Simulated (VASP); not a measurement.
# CdTe in VASP: single point with PBE

Aim: the single point of CdTe with PBE.

Program: VASP 6.6.1. These are calculated values, not measurements. Logs are shortened: lines on timing, memory, paths and dates and some standing lists are left out, and cuts for length are marked.

### Step 1. The cell of the first run

The cell holds a wire or tube with vacuum around it, 8 atoms: a = 22.600 Å, b = 9.800 Å, c = 4.717 Å, α = 90.00°, β = 90.00°, γ = 90.00°.

### Step 2. Single point, PBE

File INCAR:

```
SYSTEM = CdTe
ALGO = Normal
EDIFF = 1E-6
ENCUT = 400
GGA = PE
GGA_COMPAT = .FALSE.
ISIF = 2
ISMEAR = 0
LASPH = .TRUE.
LCHARG = .FALSE.
LREAL = .FALSE.
LWAVE = .FALSE.
NBANDS = 46
NELM = 120
PREC = Accurate
SIGMA = 0.05
```

File KPOINTS:

```
k-points
0
G
  1 1 12
  0 0 0
```

File POSCAR:

```
CdTe
1.0
   22.6000000000      0.0000000000      0.0000000000
    0.0000000000      9.8000000000      0.0000000000
    0.0000000000      0.0000000000      4.7174465508
Cd Te
4 4
Direct
    0.2589717667      0.4744723685      0.0000000000
    0.4397429417      0.4744723685      0.5000000000
    0.6205141166      0.4744723685      0.0000000000
    0.8012852916      0.4744723685      0.5000000000
    0.1987147084      0.5255276315      0.5000000000
    0.3794858834      0.5255276315      0.0000000000
    0.5602570583      0.5255276315      0.5000000000
    0.7410282333      0.5255276315      0.0000000000
```

Potentials or basis: VASP PAW PBE potentials, release 64 (Cd, Te).

Launch:

```
$ cat potpaw_PBE.64/Cd/POTCAR potpaw_PBE.64/Te/POTCAR > POTCAR
$ mpirun -np 1 vasp_std > vasp.out
```

OUTCAR:

```text
SYSTEM = CdTe
   EDIFF = 1E-6
   ENCUT = 400
   GGA = PE
   ISIF = 2
   ISMEAR = 0
   LASPH = .TRUE.
   LREAL = .FALSE.
   NELM = 120
   PREC = Accurate

 ion  position               nearest neighbor table
   1  0.259  0.474  0.000-   5 2.77   5 2.77   6 2.77
   2  0.440  0.474  0.500-   7 2.77   6 2.77   6 2.77
   3  0.621  0.474  0.000-   7 2.77   7 2.77   8 2.77
   4  0.801  0.474  0.500-   8 2.77   8 2.77
   5  0.199  0.526  0.500-   1 2.77   1 2.77
   6  0.379  0.526  0.000-   2 2.77   2 2.77   1 2.77
   7  0.560  0.526  0.500-   2 2.77   3 2.77   3 2.77
   8  0.741  0.526  0.000-   4 2.77   4 2.77   3 2.77

  LATTYP: Found a simple orthorhombic cell.
 ALAT       =     4.7174465508
 B/A-ratio  =     2.0773950260
 C/A-ratio  =     4.7907273048

  Lattice vectors:

 A1 = (   0.0000000000,   0.0000000000,  -4.7174465508)
 A2 = (   0.0000000000,   9.8000000000,   0.0000000000)
 A3 = (  22.6000000000,   0.0000000000,   0.0000000000)

Analysis of symmetry for initial positions (statically):
=====================================================================
 Subroutine PRICEL returns:
 Original cell was already a primitive cell.

 Routine SETGRP: Setting up the symmetry group for a
 simple orthorhombic supercell.

 Subroutine GETGRP returns: Found  2 space group operations
 (whereof  2 operations were pure point group operations)
 out of a pool of  8 trial point group operations.

The static configuration has the point symmetry C_1h.

Analysis of symmetry for dynamics (positions and initial velocities):
=====================================================================
 Subroutine PRICEL returns:
 Original cell was already a primitive cell.

 Routine SETGRP: Setting up the symmetry group for a
 simple orthorhombic supercell.

 Subroutine GETGRP returns: Found  2 space group operations
 (whereof  2 operations were pure point group operations)
 out of a pool of  8 trial point group operations.

The dynamic configuration has the point symmetry C_1h.

 Subroutine INISYM returns: Found  2 space group operations
 (whereof  2 operations are pure point group operations),
 and found     1 'primitive' translations

----------------------------------------------------------------------------------------

[... 89 lines left out ...]
   NSW    =      0    number of steps for IOM
   IBRION =     -1    ionic relax: 0-MD 1-quasi-New 2-CG
   NFREE  =      0    steps in history (QN), initial steepest desc. (CG)
   ISIF   =      2    stress and relaxation
   ISYM   =      2    0-nonsym 1-usesym 2-fastsym
   POTIM  = 0.5000    time-step for ionic-motion
   TEBEG  =    0.0;   TEEND  =   0.0 temperature during run
   PSTRESS=    0.0 pullay stress
   NELECT =      72.0000    total number of electrons
   NUPDOWN=      -1.0000    fix difference up-down
   EMIN   =  10.00;   EMAX   =-10.00  energy-range for DOS
   EFERMI =   0.00;   METHOD = LEGACY
   ISMEAR =     0;   SIGMA  =   0.05  broadening in eV -4-tet -1-fermi 0-gaus
   EFERMI_NEDOS =   21; number of points for ismear=-14 and -15
   IALGO  =     38    algorithm
   IMIX   =      4    mixing-type and parameters
     AMIX     =   0.40;   BMIX     =  1.00
     AMIX_MAG =   1.60;   BMIX_MAG =  1.00
  volume/ion in A,a.u.               =     130.60       881.35
  Fermi-wavevector in a.u.,A,eV,Ry     =   0.671179  1.268345  6.129173  0.450482
  Thomas-Fermi vector in A             =   1.746921
   LORBIT       =      0    0 simple, 1 ext, 2 COOP (PROOUT), +10 PAW based schemes
   GGA     = PE    functional components
   LHFCALC =     F    Hartree Fock is set to
   AEXX    =    0.0000 exact exchange contribution
   IVDW    =     0    specifies the selected vdW correction
   LEPSILON=     F    determine dielectric tensor
   LRPA    =     F    only Hartree local field effects (RPA)
 non-spin polarized calculation
 Gauss-broadening in eV      SIGMA  =   0.05
  energy-cutoff  :      400.00
  volume of cell :     1044.82
 maximum number of plane-waves:     18995
 NGX is ok and might be reduce to   150
   NGX = 73   NGY = 31   NGZ = 15

 number of electron      72.0000000 magnetization

 Free energy of the ion-electron system (eV)
  ---------------------------------------------------
  ext. energy  EPLUGINS =         0.00000000
  ---------------------------------------------------
  free energy    TOTEN  =       -15.47941528 eV

  energy without entropy =      -15.46027193  energy(sigma->0) =      -15.46984361

 E-fermi :  -2.7493     XC(G=0):  -3.3029

 val. band max:       -2.7508000097   @ k =   0.0000   0.0000   0.0000
 cond. band min:      -2.7465251139   @ k =   0.0000   0.0000   0.4167
 fundamental gap:      0.0042748958
 Fermi energy:        -2.7493000424

 k-point     1 :       0.0000    0.0000    0.0000
  band No.  band energies     occupation
      1     -14.4088      2.00000
      2     -13.8195      2.00000
      3     -13.2379      2.00000
      4     -12.5077      2.00000
      5     -12.1651      2.00000
      6     -12.0297      2.00000
[... 332 lines left out ...]
     45       1.7690      0.00000
     46       1.9674      0.00000

------------------------ aborting loop because EDIFF is reached ----------------------------------------

  FORCE on cell =-STRESS in cart. coord.  units (eV):
  Direction    XX          YY          ZZ          XY          YZ          ZX
  --------------------------------------------------------------------------------------
  -------------------------------------------------------------------------------------
  Total        0.8606374     -0.4892715     -0.6156686      0.6686612      0.0000000      0.0000000
  in kB        1.3197428     -0.7502725     -0.9440958      1.0253573      0.0000000      0.0000000
  external PRESSURE =      -0.1248751 kB  Pullay stress =       0.0000000 kB

 VOLUME and BASIS-vectors are now :
 -----------------------------------------------------------------------------
  energy-cutoff  :      400.00
  volume of cell :     1044.82
      direct lattice vectors                 reciprocal lattice vectors
    22.600000000  0.000000000  0.000000000     0.044247788  0.000000000  0.000000000
     0.000000000  9.800000000  0.000000000     0.000000000  0.102040816  0.000000000
     0.000000000  0.000000000  4.717446551     0.000000000  0.000000000  0.211979084

 POSITION                                       TOTAL-FORCE (eV/Angst)
 -----------------------------------------------------------------------------------
      5.85276      4.64983      0.00000        -0.331083      0.136651      0.000000
      9.93819      4.64983      2.35872        -0.390480      0.013046      0.000000
     14.02362      4.64983      0.00000        -0.415558     -0.008251      0.000000
     18.10905      4.64983      2.35872        -0.245858     -0.030503      0.000000
      4.49095      5.15017      2.35872         0.017974     -0.180248      0.000000
      8.57638      5.15017      0.00000         0.451136     -0.009251      0.000000
     12.66181      5.15017      2.35872         0.367389      0.002519      0.000000
     16.74724      5.15017      0.00000         0.546481      0.076038      0.000000
 -----------------------------------------------------------------------------------
    total drift:                               -0.000474     -0.000160     -0.000005

  FREE ENERGIE OF THE ION-ELECTRON SYSTEM (eV)
  ---------------------------------------------------
  free  energy   TOTEN  =       -15.4794152816 eV

  energy  without entropy=      -15.4602719296  energy(sigma->0) =      -15.46984361
```

OSZICAR:

```text
N       E                     dE             d eps       ncg     rms          rms(c)
DAV:   1     0.530818882464E+03    0.53082E+03   -0.20383E+04   644   0.914E+02
DAV:   2     0.373208229169E+02   -0.49350E+03   -0.47795E+03   876   0.223E+02
DAV:   3    -0.168116034411E+02   -0.54132E+02   -0.53891E+02   728   0.888E+01
[... 24 lines left out ...]
DAV:  28    -0.154793847805E+02   -0.22420E-04   -0.23239E-06   518   0.459E-03    0.828E-03
DAV:  29    -0.154794078435E+02   -0.23063E-04   -0.53663E-06   558   0.396E-03    0.840E-03
DAV:  30    -0.154794120329E+02   -0.41893E-05   -0.19282E-06   516   0.318E-03    0.181E-03
DAV:  31    -0.154794147467E+02   -0.27138E-05   -0.35581E-07   490   0.121E-03    0.170E-03
DAV:  32    -0.154794152816E+02   -0.53490E-06   -0.17533E-07   512   0.851E-04
   1 F= -.15479415E+02 E0= -.15469844E+02  d E =-.191434E-01
```

stdout:

```text
POSCAR found type information on POSCAR CdTe
 POSCAR found :  2 types and       8 ions
 scaLAPACK will be used
 LDA part: xc-table for (Slater+PW92), standard interpolation
 POSCAR, INCAR and KPOINTS ok, starting setup
 FFT: planning ... GRIDC
 FFT: planning ... GRID_SOFT
 FFT: planning ... GRID
 WAVECAR not read
 entering main loop
```

Run time: 10 min. Hardware: 1 thread of Oxide Virtual Turin-like, shared host; peak memory 0.71 GiB.

Results:

| Quantity | Value |
| --- | --- |
| Free energy | -15.4794 eV |
| Largest force | 0.552 eV/Å |
| Band gap on the k mesh | zero (bands 36 and 37 overlap by 0.01 eV) |

Forces on the atoms (eV/Å):
```
Cd  -0.331  0.137  0.000
Cd  -0.390  0.013  0.000
Cd  -0.416 -0.008  0.000
Cd  -0.246 -0.031  0.000
Te   0.018 -0.180  0.000
Te   0.451 -0.009  0.000
Te   0.367  0.003  0.000
Te   0.546  0.076  0.000
```

Levels at points of the mesh, in eV from the Fermi level:
```csv
k point,band 34,band 35,band 36,band 37,band 38,band 39
"(0.00, 0.00, 0.00)",-0.63,-0.44,-0.26,0.00,1.32,1.92
"(0.00, 0.00, 0.50)",-0.61,-0.60,0.01,0.04,1.76,2.17
```

Caveat: spin-orbit coupling is left out, which moves the levels of the heavy elements.
